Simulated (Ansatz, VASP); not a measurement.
**Ta in VASP and in Ansatz**

Contents of INCAR:

```
PREC = Accurate
ENCUT = 500
EDIFF = 1E-7
ISMEAR = -1
SIGMA = 0.1
LREAL = False
LASPH = True
NELM = 120
ALGO = Normal
ISIF = 3
LWAVE = False
LCHARG = False
GGA = B5
ALDAX = 1.0
AGGAX = 1.0
AGGAC = 1.0
ALDAC = 0.0
IVDW = 12
VDW_S6 = 1.0
VDW_S8 = 2.6996
VDW_A1 = 0.4298
VDW_A2 = 4.2359
IBRION = 2
NSW = 80
EDIFFG = -0.02
GGA_COMPAT = False
NELMIN = 4
```

The input KPOINTS:

```
regular mesh
0
Gamma
  13 13 7
```

POSCAR

```
Ta
1.0
    2.9003720000      0.0000000000      0.0000000000
   -1.4501860000      2.5117958324      0.0000000000
    0.0000000000      0.0000000000      5.1662740000
Ta
2
Direct
    0.6666666667      0.3333333333      0.7500000000
    0.3333333333      0.6666666667      0.2500000000
```

Input for Ansatz:

```yaml
crystal:
  lattice:
    a: 2.900372
    b: 2.900372
    c: 5.166274
    alpha: 90.0
    beta: 90.0
    gamma: 120.0
  space_group: 194
  atoms:
    - { symbol: Ta, position: [0.6666666666666666, 0.3333333333333333, 0.75] }
basis:
  ecutwfc: 517.016338673772
kpoints:
  mp_grid:
    grid: [13, 13, 7]
hamiltonian:
  xc: blyp
  dispersion: d3bj
scf:
  occupations:
    method: fermi_dirac
    width: 0.1
relax:
  f_tol: 0.02
  cell: {}
```

Alike in both runs: task relaxation of cell and atoms; functional BLYP; dispersion D3(BJ); k mesh 13 × 13 × 7; occupations fermi-dirac, width 0.1 eV; no spin polarisation.

|  | VASP | Ansatz |
| --- | --- | --- |
| version | VASP 6.6.1 | Ansatz 0.2.0 |
| potentials or method | VASP PAW PBE potentials, release 64 (Ta_sv_GW), cutoff 500 eV | plane waves, PAW |
| valence electrons in the cell | 26 | 26 |

|  | VASP | Ansatz | Ansatz less VASP |
| --- | --- | --- | --- |
| relaxed volume (Å³/atom) | 17.92 | 17.95 | +0.023 |
| relaxed length of the cell vector where the two differ most in proportion (Å) | 2.852 | 2.855 | +0.0033 |

VASP's potentials were made for PBE, not for BLYP.

Neither program's run includes spin-orbit coupling.
